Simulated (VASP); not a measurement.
# Ni3Ge (Pm-3m) in VASP: a series of runs

The runs below take Ni3Ge through single point, with PBEsol.

Everything below comes from runs of VASP 6.6.1. Logs are shortened: lines on timing, memory, paths and dates and some standing lists are left out, and cuts for length are marked.

## (1) The cell of the first run

Symmetry: Pm-3m, No. 221, cubic system. The conventional cell has a = 3.525 Å, b = 3.525 Å, c = 3.525 Å, α = 90.00°, β = 90.00°, γ = 90.00°. Ni (site symmetry 4/mmm) has 8 Ni at 2.49 Å and 4 Ge at 2.49 Å within 3.3 Å. Within 3.3 Å of Ge (site symmetry m-3m) lie 12 Ni at 2.49 Å.

## (2) Single point, PBEsol

INCAR reads:

```
SYSTEM = Ni3Ge
PREC = Accurate
ENCUT = 520
EDIFF = 1E-6
ISMEAR = 0
SIGMA = 0.1
LREAL = .FALSE.
LASPH = .TRUE.
NELM = 80
ALGO = Normal
ISIF = 2
LWAVE = .FALSE.
LCHARG = .FALSE.
GGA = PS
NBANDS = 30
```

KPOINTS reads:

```
regular mesh
0
G
  12 12 12
  0 0 0
```

POSCAR reads:

```
Ni3Ge
1.0
    3.5249142963      0.0000000000      0.0000000000
    0.0000000000      3.5249142963      0.0000000000
    0.0000000000      0.0000000000      3.5249142963
Ni Ge
3 1
Direct
    0.5000000000      0.0000000000      0.5000000000
    0.0000000000      0.5000000000      0.5000000000
    0.5000000000      0.5000000000      0.0000000000
    0.0000000000      0.0000000000      0.0000000000
```

Potentials or basis: VASP PAW PBE potentials, release 64 (Ni, Ge_d).

Run with:

```sh
$ cat potpaw_PBE.64/Ni/POTCAR potpaw_PBE.64/Ge_d/POTCAR > POTCAR
$ mpirun -np 1 vasp_std > vasp.out
```

OUTCAR:

```text
SYSTEM = Ni3Ge
   PREC = Accurate
   ENCUT = 520
   EDIFF = 1E-6
   ISMEAR = 0
   LREAL = .FALSE.
   LASPH = .TRUE.
   NELM = 80
   ISIF = 2
   GGA = PS

 ion  position               nearest neighbor table
   1  0.500  0.000  0.500-   2 2.49   3 2.49   4 2.49   3 2.49   4 2.49   2 2.49   3 2.49   3 2.49
                             2 2.49   4 2.49   4 2.49   2 2.49
   2  0.000  0.500  0.500-   1 2.49   3 2.49   4 2.49   3 2.49   4 2.49   1 2.49   4 2.49   4 2.49
                             1 2.49   3 2.49   3 2.49   1 2.49
   3  0.500  0.500  0.000-   1 2.49   2 2.49   4 2.49   1 2.49   2 2.49   1 2.49   4 2.49   1 2.49
                             2 2.49   4 2.49   2 2.49   4 2.49
   4  0.000  0.000  0.000-   1 2.49   2 2.49   3 2.49   1 2.49   2 2.49   2 2.49   3 2.49   2 2.49
                             1 2.49   3 2.49   1 2.49   3 2.49

  LATTYP: Found a simple cubic cell.
 ALAT       =     3.5249142963

  Lattice vectors:

 A1 = (   3.5249142963,   0.0000000000,   0.0000000000)
 A2 = (   0.0000000000,   3.5249142963,   0.0000000000)
 A3 = (   0.0000000000,   0.0000000000,   3.5249142963)

Analysis of symmetry for initial positions (statically):
=====================================================================
 Subroutine PRICEL returns:
 Original cell was already a primitive cell.

 Routine SETGRP: Setting up the symmetry group for a
 simple cubic supercell.

 Subroutine GETGRP returns: Found 48 space group operations
 (whereof 48 operations were pure point group operations)
 out of a pool of 48 trial point group operations.

The static configuration has the point symmetry O_h .

Analysis of symmetry for dynamics (positions and initial velocities):
=====================================================================
 Subroutine PRICEL returns:
 Original cell was already a primitive cell.

 Routine SETGRP: Setting up the symmetry group for a
 simple cubic supercell.

 Subroutine GETGRP returns: Found 48 space group operations
 (whereof 48 operations were pure point group operations)
 out of a pool of 48 trial point group operations.

The dynamic configuration has the point symmetry O_h .

 Subroutine INISYM returns: Found 48 space group operations
 (whereof 48 operations are pure point group operations),
 and found     1 'primitive' translations

----------------------------------------------------------------------------------------

                                     Primitive cell

  volume of cell :      43.7971

  direct lattice vectors                    reciprocal lattice vectors
     3.524914296  0.000000000  0.000000000     0.283694841  0.000000000  0.000000000
     0.000000000  3.524914296  0.000000000     0.000000000  0.283694841  0.000000000
     0.000000000  0.000000000  3.524914296     0.000000000  0.000000000  0.283694841

  length of vectors
     3.524914296  3.524914296  3.524914296     0.283694841  0.283694841  0.283694841

  position of ions in fractional coordinates (direct lattice)
     0.500000000  0.000000000  0.500000000
     0.000000000  0.500000000  0.500000000
     0.500000000  0.500000000  0.000000000
     0.000000000  0.000000000  0.000000000

  ion indices of the primitive-cell ions
   primitive index   ion index
                 1           1
                 2           2
                 3           3
                 4           4

----------------------------------------------------------------------------------------

 KPOINTS: regular mesh

Automatic generation of k-mesh.
 Grid dimensions read from file:
 generate k-points for:   12   12   12

 Generating k-lattice:

  Cartesian coordinates                     Fractional coordinates (reciprocal lattice)
     0.023641237  0.000000000  0.000000000     0.083333333  0.000000000  0.000000000
     0.000000000  0.023641237  0.000000000     0.000000000  0.083333333  0.000000000
     0.000000000  0.000000000  0.023641237     0.000000000  0.000000000  0.083333333

  Length of vectors
     0.023641237  0.023641237  0.023641237

  Shift w.r.t. Gamma in fractional coordinates (k-lattice)
     0.000000000  0.000000000  0.000000000

 Subroutine IBZKPT returns following result:
 ===========================================

 Found     84 irreducible k-points:

 Following reciprocal coordinates:
            Coordinates               Weight
  0.000000  0.000000  0.000000      1.000000
  0.083333  0.000000  0.000000      6.000000
  0.166667  0.000000  0.000000      6.000000
  0.250000  0.000000  0.000000      6.000000
  0.333333  0.000000  0.000000      6.000000
  0.416667  0.000000  0.000000      6.000000
[... 16 lines left out ...]
  0.333333  0.333333  0.000000     12.000000
  0.416667  0.333333  0.000000     24.000000
 [... further k-points ...]
   k-points           NKPTS =     84   k-points in BZ     NKDIM =     84   number of bands    NBANDS=     30
   number of dos      NEDOS =    301   number of ions     NIONS =      4
   total plane-waves  NPLWV =  21952
   dimension x,y,z NGX =    28 NGY =   28 NGZ =   28
   dimension x,y,z NGXF=    56 NGYF=   56 NGZF=   56
   ions per type =               3   1
   NGX,Y,Z   is equivalent  to a cutoff of  13.21, 13.21, 13.21 a.u.
   NGXF,Y,Z  is equivalent  to a cutoff of  26.41, 26.41, 26.41 a.u.
 SYSTEM =  Ni3Ge
   PREC   = accura    normal or accurate (medium, high low for compatibility)
   ISTART =      0    job   : 0-new  1-cont  2-samecut
   ICHARG =      2    charge: 1-file 2-atom 10-const
   ISPIN  =      1    spin polarized calculation?
   LNONCOLLINEAR =      F non collinear calculations
   LSORBIT =      F    spin-orbit coupling
   LASPH  =      T    aspherical Exc in radial PAW
   ENCUT  =  520.0 eV  38.22 Ry    6.18 a.u.   6.55  6.55  6.55*2*pi/ulx,y,z
   NELM   =     80;   NELMIN=  2; NELMDL= -5     # of ELM steps
   EDIFF  = 0.1E-05   stopping-criterion for ELM
   LREAL  =      F    real-space projection
   EDIFFG = 0.1E-04   stopping-criterion for IOM
   NSW    =      0    number of steps for IOM
   IBRION =     -1    ionic relax: 0-MD 1-quasi-New 2-CG
   NFREE  =      0    steps in history (QN), initial steepest desc. (CG)
   ISIF   =      2    stress and relaxation
   ISYM   =      2    0-nonsym 1-usesym 2-fastsym
   POTIM  = 0.5000    time-step for ionic-motion
   TEBEG  =    0.0;   TEEND  =   0.0 temperature during run
   PSTRESS=    0.0 pullay stress
   NELECT =      44.0000    total number of electrons
   NUPDOWN=      -1.0000    fix difference up-down
   EMIN   =  10.00;   EMAX   =-10.00  energy-range for DOS
   EFERMI =   0.00;   METHOD = LEGACY
   ISMEAR =     0;   SIGMA  =   0.10  broadening in eV -4-tet -1-fermi 0-gaus
   EFERMI_NEDOS =   21; number of points for ismear=-14 and -15
   IALGO  =     38    algorithm
   IMIX   =      4    mixing-type and parameters
     AMIX     =   0.40;   BMIX     =  1.00
     AMIX_MAG =   1.60;   BMIX_MAG =  1.00
  volume/ion in A,a.u.               =      10.95        73.89
  Fermi-wavevector in a.u.,A,eV,Ry     =   1.639622  3.098437 36.577378  2.688361
  Thomas-Fermi vector in A             =   2.730397
   LORBIT       =      0    0 simple, 1 ext, 2 COOP (PROOUT), +10 PAW based schemes
   GGA     = PS    functional components
   LHFCALC =     F    Hartree Fock is set to
   AEXX    =    0.0000 exact exchange contribution
   IVDW    =     0    specifies the selected vdW correction
   LEPSILON=     F    determine dielectric tensor
   LRPA    =     F    only Hartree local field effects (RPA)
 non-spin polarized calculation
 Gauss-broadening in eV      SIGMA  =   0.10
  energy-cutoff  :      520.00
  volume of cell :       43.80
 maximum number of plane-waves:      1208
 NGX is ok and might be reduce to    28
   NGX = 13   NGY = 13   NGZ = 13

 number of electron      43.9999970 magnetization

 Free energy of the ion-electron system (eV)
  ---------------------------------------------------
  ext. energy  EPLUGINS =         0.00000000
  ---------------------------------------------------
  free energy    TOTEN  =       -24.74488962 eV

  energy without entropy =      -24.73473402  energy(sigma->0) =      -24.73981182

 E-fermi :  10.2625     XC(G=0): -13.6776

 val. band max:       10.2504536486   @ k =   0.0833   0.0833   0.0000
 cond. band min:      10.2843152699   @ k =   0.4167   0.4167   0.3333
 fundamental gap:      0.0338616213
 Fermi energy:        10.2624772905

 k-point     1 :       0.0000    0.0000    0.0000
  band No.  band energies     occupation
      1     -14.3248      2.00000
      2     -14.3248      2.00000
      3     -14.3098      2.00000
      4     -14.3098      2.00000
      5     -14.3098      2.00000
      6      -2.3324      2.00000
[... 22 lines left out ...]
     29      20.8315      0.00000
     30      20.8315      0.00000

 k-point     2 :       0.0833    0.0000    0.0000
  band No.  band energies     occupation
      1     -14.3245      2.00000
      2     -14.3230      2.00000
      3     -14.3099      2.00000
      4     -14.3099      2.00000
      5     -14.3097      2.00000
      6      -2.2533      2.00000
[... 22 lines left out ...]
     29      20.6560      0.00000
     30      20.6560      0.00000

 k-point     3 :       0.1667    0.0000    0.0000
  band No.  band energies     occupation
      1     -14.3237      2.00000
      2     -14.3180      2.00000
      3     -14.3099      2.00000
      4     -14.3099      2.00000
      5     -14.3095      2.00000
      6      -2.0197      2.00000
[... 22 lines left out ...]
     29      19.9759      0.00000
     30      20.1280      0.00000

 k-point     4 :       0.2500    0.0000    0.0000
  band No.  band energies     occupation
      1     -14.3225      2.00000
      2     -14.3112      2.00000
      3     -14.3101      2.00000
      4     -14.3101      2.00000
      5     -14.3092      2.00000
      6      -1.6458      2.00000
[... 616 lines left out ...]
     29      20.8000      0.00000
     30      21.5195      0.00000

 k-point    23 :       0.3333    0.3333    0.0000
  band No.  band energies     occupation
      1     -14.3178      2.00000
      2     -14.3114      2.00000
      3     -14.3098      2.00000
      4     -14.3095      2.00000
      5     -14.2927      2.00000
      6      -0.1470      2.00000
[... 22 lines left out ...]
     29      20.4252      0.00000
     30      20.8503      0.00000

 k-point    24 :       0.4167    0.3333    0.0000
  band No.  band energies     occupation
      1     -14.3194      2.00000
      2     -14.3104      2.00000
      3     -14.3099      2.00000
      4     -14.3095      2.00000
      5     -14.2886      2.00000
      6       0.2499      2.00000
[... 22 lines left out ...]
     29      20.1642      0.00000
     30      21.2177      0.00000

 [... further k-points ...]

------------------------ aborting loop because EDIFF is reached ----------------------------------------

  FORCE on cell =-STRESS in cart. coord.  units (eV):
  Direction    XX          YY          ZZ          XY          YZ          ZX
  --------------------------------------------------------------------------------------
  -------------------------------------------------------------------------------------
  Total        0.1014728      0.1014728      0.1014728     -0.0000000      0.0000000     -0.0000000
  in kB        3.7120547      3.7120547      3.7120547     -0.0000000      0.0000000     -0.0000000
  external PRESSURE =       3.7120547 kB  Pullay stress =       0.0000000 kB

 VOLUME and BASIS-vectors are now :
 -----------------------------------------------------------------------------
  energy-cutoff  :      520.00
  volume of cell :       43.80
      direct lattice vectors                 reciprocal lattice vectors
     3.524914296  0.000000000  0.000000000     0.283694841  0.000000000  0.000000000
     0.000000000  3.524914296  0.000000000     0.000000000  0.283694841  0.000000000
     0.000000000  0.000000000  3.524914296     0.000000000  0.000000000  0.283694841

 POSITION                                       TOTAL-FORCE (eV/Angst)
 -----------------------------------------------------------------------------------
      1.76246      0.00000      1.76246         0.000000      0.000000      0.000000
      0.00000      1.76246      1.76246         0.000000      0.000000      0.000000
      1.76246      1.76246      0.00000         0.000000      0.000000      0.000000
      0.00000      0.00000      0.00000         0.000000      0.000000      0.000000
 -----------------------------------------------------------------------------------
    total drift:                                0.000000      0.000000      0.000000

  FREE ENERGIE OF THE ION-ELECTRON SYSTEM (eV)
  ---------------------------------------------------
  free  energy   TOTEN  =       -24.7448896247 eV

  energy  without entropy=      -24.7347340158  energy(sigma->0) =      -24.73981182
```

Wall time 2.3 min (1 thread of Intel Xeon 8259CL, shared host); peak memory 0.22 GiB.

What came out:

| Item | Value |
| --- | --- |
| Free energy | -24.7449 eV |
| Pressure | 0.4 GPa |
| Band gap on the k mesh | zero (bands 22 and 23 overlap by 0.23 eV) |

Caveat: the PAW data sets were made with another functional, which shifts forces and pressure a little. Spin polarisation is off, so any magnetic state and its effect on volume and gap are missing.

## (3) Single point, PBEsol

INCAR reads:

```
SYSTEM = Ni3Ge
  ALGO = Normal
  EDIFF = 1E-6
  ENCUT = 520
  GGA = PS
  ISIF = 2
  ISMEAR = -1
  LASPH = .TRUE.
  LCHARG = .FALSE.
  LREAL = .FALSE.
  LWAVE = .FALSE.
  NBANDS = 30
  NELM = 60
  PREC = Accurate
  SIGMA = 0.15
```

KPOINTS reads:

```
k-points
0
G
  12 12 12
  0 0 0
```

POSCAR reads:

```
Ni3Ge
1.0
    3.5269858167      0.0000000000      0.0000000000
    0.0000000000      3.5269858167      0.0000000000
    0.0000000000      0.0000000000      3.5269858167
Ni Ge
3 1
Direct
    0.5000000000      0.0000000000      0.5000000000
    0.0000000000      0.5000000000      0.5000000000
    0.5000000000      0.5000000000      0.0000000000
    0.0000000000      0.0000000000      0.0000000000
```

Potentials or basis: VASP PAW PBE potentials, release 64 (Ni, Ge_d).

Run with:

```sh
$ cat potpaw_PBE.64/Ni/POTCAR potpaw_PBE.64/Ge_d/POTCAR > POTCAR
$ mpirun -np 1 vasp_std > vasp.out
```

OUTCAR:

```text
SYSTEM = Ni3Ge
   EDIFF = 1E-6
   ENCUT = 520
   GGA = PS
   ISIF = 2
   ISMEAR = -1
   LASPH = .TRUE.
   LREAL = .FALSE.
   NELM = 60
   PREC = Accurate

 ion  position               nearest neighbor table
   1  0.500  0.000  0.500-   2 2.49   3 2.49   4 2.49   3 2.49   4 2.49   2 2.49   3 2.49   3 2.49
                             2 2.49   4 2.49   4 2.49   2 2.49
   2  0.000  0.500  0.500-   1 2.49   3 2.49   4 2.49   3 2.49   4 2.49   1 2.49   4 2.49   4 2.49
                             1 2.49   3 2.49   3 2.49   1 2.49
   3  0.500  0.500  0.000-   1 2.49   2 2.49   4 2.49   1 2.49   2 2.49   1 2.49   4 2.49   1 2.49
                             2 2.49   4 2.49   2 2.49   4 2.49
   4  0.000  0.000  0.000-   1 2.49   2 2.49   3 2.49   1 2.49   2 2.49   2 2.49   3 2.49   2 2.49
                             1 2.49   3 2.49   1 2.49   3 2.49

  LATTYP: Found a simple cubic cell.
 ALAT       =     3.5269858167

  Lattice vectors:

 A1 = (   3.5269858167,   0.0000000000,   0.0000000000)
 A2 = (   0.0000000000,   3.5269858167,   0.0000000000)
 A3 = (   0.0000000000,   0.0000000000,   3.5269858167)

[... 177 lines left out ...]

 E-fermi :  10.3286     XC(G=0): -13.6678

 val. band max:       10.2991702021   @ k =   0.5000   0.4167   0.3333
 cond. band min:      10.3664213526   @ k =   0.4167   0.4167   0.3333
 fundamental gap:      0.0672511505
 Fermi energy:        10.3285539868

 k-point     1 :       0.0000    0.0000    0.0000
  band No.  band energies     occupation
      1     -14.3297      2.00000
      2     -14.3297      2.00000
      3     -14.3148      2.00000
      4     -14.3148      2.00000
      5     -14.3148      2.00000
      6      -2.3379      2.00000
[... 781 lines left out ...]
     29      20.1200      0.00000
     30      21.1746      0.00000

 [... further k-points ...]

------------------------ aborting loop because EDIFF is reached ----------------------------------------

  FORCE on cell =-STRESS in cart. coord.  units (eV):
  Direction    XX          YY          ZZ          XY          YZ          ZX
  --------------------------------------------------------------------------------------
  -------------------------------------------------------------------------------------
  Total        0.0971261      0.0971261      0.0971261      0.0000000      0.0000000     -0.0000000
  in kB        3.5467903      3.5467903      3.5467903      0.0000000      0.0000000     -0.0000000
  external PRESSURE =       3.5467903 kB  Pullay stress =       0.0000000 kB

 VOLUME and BASIS-vectors are now :
 -----------------------------------------------------------------------------
  energy-cutoff  :      520.00
  volume of cell :       43.87
      direct lattice vectors                 reciprocal lattice vectors
     3.526985817  0.000000000  0.000000000     0.283528217  0.000000000  0.000000000
     0.000000000  3.526985817  0.000000000     0.000000000  0.283528217  0.000000000
     0.000000000  0.000000000  3.526985817     0.000000000  0.000000000  0.283528217

 POSITION                                       TOTAL-FORCE (eV/Angst)
 -----------------------------------------------------------------------------------
      1.76349      0.00000      1.76349         0.000000      0.000000      0.000000
      0.00000      1.76349      1.76349         0.000000      0.000000      0.000000
      1.76349      1.76349      0.00000         0.000000      0.000000      0.000000
      0.00000      0.00000      0.00000         0.000000      0.000000      0.000000
 -----------------------------------------------------------------------------------
    total drift:                                0.000000      0.000000      0.000000

  FREE ENERGIE OF THE ION-ELECTRON SYSTEM (eV)
  ---------------------------------------------------
  free  energy   TOTEN  =       -24.8175190062 eV

  energy  without entropy=      -24.6459642295  energy(sigma->0) =      -24.73174162
```

OSZICAR:

```text
N       E                     dE             d eps       ncg     rms          rms(c)
DAV:   1     0.317972763014E+03    0.31797E+03   -0.19976E+04  5520   0.337E+03
DAV:   2     0.118131052711E+02   -0.30616E+03   -0.29129E+03  5040   0.548E+02
DAV:   3    -0.271950179553E+02   -0.39008E+02   -0.38130E+02  5394   0.166E+02
DAV:   4    -0.283957215597E+02   -0.12007E+01   -0.11992E+01  5760   0.336E+01
DAV:   5    -0.284201830488E+02   -0.24461E-01   -0.24460E-01  6640   0.420E+00    0.189E+01
DAV:   6    -0.277545665538E+02    0.66562E+00   -0.33001E+01  5874   0.828E+01    0.151E+01
DAV:   7    -0.249105187117E+02    0.28440E+01   -0.12887E+01  5636   0.485E+01    0.367E+00
DAV:   8    -0.248283530104E+02    0.82166E-01   -0.39204E-01  5942   0.544E+00    0.978E-01
DAV:   9    -0.248191906598E+02    0.91624E-02   -0.19895E-02  6572   0.164E+00    0.341E-01
DAV:  10    -0.248175274654E+02    0.16632E-02   -0.22174E-03  6960   0.542E-01    0.926E-02
DAV:  11    -0.248175239391E+02    0.35263E-05   -0.22173E-04  5742   0.124E-01    0.375E-02
DAV:  12    -0.248175185787E+02    0.53603E-05   -0.22192E-05  6090   0.731E-02    0.748E-03
DAV:  13    -0.248175190062E+02   -0.42745E-06   -0.21514E-06  4796   0.155E-02
   1 F= -.24817519E+02 E0= -.24731742E+02  d E =-.171555E+00
```

stdout:

```text
POSCAR found type information on POSCAR NiGe
 POSCAR found :  2 types and       4 ions
 scaLAPACK will be used
 -----------------------------------------------------------------------------
|                                                                             |
|                                                                             |
|     You enforced a specific xc type in the INCAR file but a different       |
|     I HOPE YOU KNOW WHAT YOU ARE DOING!                                     |
|                                                                             |
 -----------------------------------------------------------------------------

 LDA part: xc-table for (Slater+PW92), standard interpolation
 POSCAR, INCAR and KPOINTS ok, starting setup
 FFT: planning ... GRIDC
 FFT: planning ... GRID_SOFT
 FFT: planning ... GRID
 WAVECAR not read
 entering main loop
```

Run time: 2.2 min. Hardware: 1 thread of Intel Xeon 8259CL, shared host; peak memory 0.23 GiB.

Results:

| Quantity | Value |
| --- | --- |
| Free energy | -24.8175 eV |
| Pressure | 0.4 GPa |
| Band gap on the k mesh | zero (bands 22 and 23 overlap by 0.23 eV) |

Caveat: the PAW data sets were made with another functional, which shifts forces and pressure a little. Spin polarisation is off, so any magnetic state and its effect on volume and gap are missing.
